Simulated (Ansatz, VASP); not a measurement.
**Pt: VASP beside Ansatz**

The input INCAR:

```
SYSTEM = Pt
PREC     = Accurate       ! precision mode
ENCUT    = 500            ! plane-wave cutoff, eV
EDIFF    = 1E-6           ! SCF threshold, eV
ISMEAR   = 0              ! smearing method
SIGMA    = 0.1            ! smearing width, eV
LREAL    = .False.        ! projectors in reciprocal space
LASPH    = .True.         ! aspherical terms in the spheres
NELM     = 120            ! most SCF steps
ALGO     = Normal         ! electronic algorithm
ISIF     = 2              ! what is computed and relaxed
LWAVE    = .False.        ! write WAVECAR
LCHARG   = .False.        ! write CHGCAR
GGA      = CA             ! functional
NBANDS   = 11             ! bands
GGA_COMPAT= .False.
```

The input KPOINTS:

```
Automatic mesh
0
Gamma
  8 8 8
  0 0 0
```

POSCAR

```
Pt
1.0
    0.0000000000      1.9600000000      1.9600000000
    1.9600000000      0.0000000000      1.9600000000
    1.9600000000      1.9600000000      0.0000000000
Pt
1
Direct
    0.0000000000      0.0000000000      0.0000000000
```

Input for Ansatz:

```yaml
crystal:
  lattice:
    - [0.0, 1.96, 1.96]
    - [1.96, 0.0, 1.96]
    - [1.96, 1.96, 0.0]
  atoms:
    - { symbol: Pt, position: [0.0, 0.0, 0.0] }
basis:
  ecutwfc: 420
kpoints:
  mp_grid: { grid: [8, 8, 8] }
hamiltonian:
  xc: lda
  pseudopotentials: { kind: paw, azcp: { folder: soft_1 } }
scf:
  occupations: { method: gaussian, width: 0.1 }
output:
  forces: true
  stress: true
  eigenvalues: true
```

Alike in both runs: task single point; functional LDA; k mesh 8 × 8 × 8; occupations gaussian, width 0.1 eV; no spin polarisation.

```csv
,VASP,Ansatz
version,VASP 6.6.1,Ansatz 0.2.0
potentials or method,"VASP PAW LDA potentials, release 64 (Pt), cutoff 500 eV","scalar-relativistic, plane waves, PAW"
valence electrons in the cell,10,18
```

VASP gave:

- gap on the k mesh at the Fermi level (eV): none
- pressure (GPa): -5.8

**Question.** Estimate Ansatz's values.

**Answer.** gap on the k mesh at the Fermi level (eV): none; pressure (GPa): -6.5.

Ansatz warns that its potentials were made for another functional, while VASP's fit it. LDA's correlation is that of Perdew and Zunger in VASP and of Perdew and Wang (1992) in Ansatz. A gap of «none» marks a metal or a gap that the smearing closes. VASP's potentials hold 10 valence electrons a cell and Ansatz's 18, so a difference there can come from the potentials and not from the codes.

Neither program's run includes spin-orbit coupling.
